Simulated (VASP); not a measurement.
Here is a VASP 6.6.1 calculation.

Contents of INCAR:

```
PREC = Accurate ; ENCUT = 520
EDIFF = 1E-6 ; ISMEAR = 0
SIGMA = 0.15 ; LREAL = False
LASPH = True ; NELM = 100
ALGO = Normal ; ISIF = 2
LWAVE = False ; LCHARG = False
GGA = PS ; NBANDS = 10
```

Contents of KPOINTS:

```
Automatic mesh
0
Gamma
  22 22 22
```

File POSCAR:

```
Ir
1.0
    0.0000000000      1.7661240000      1.7661240000
    1.7661240000      0.0000000000      1.7661240000
    1.7661240000      1.7661240000      0.0000000000
Ir
1
Direct
    0.0000000000      0.0000000000      0.0000000000
```

Potentials or basis: VASP PAW PBE potentials, release 64 (Ir).

The run is started by

```sh
$ cat potpaw_PBE.64/Ir/POTCAR > POTCAR
$ mpirun -np 1 vasp_std > vasp.out
```

Predict the pressure.

176.6 GPa.

Caveat: the cell differs from its parent crystal (strain -0.080 along x and y, -0.080 along z); the PAW data sets were made with another functional, which shifts forces and pressure a little.
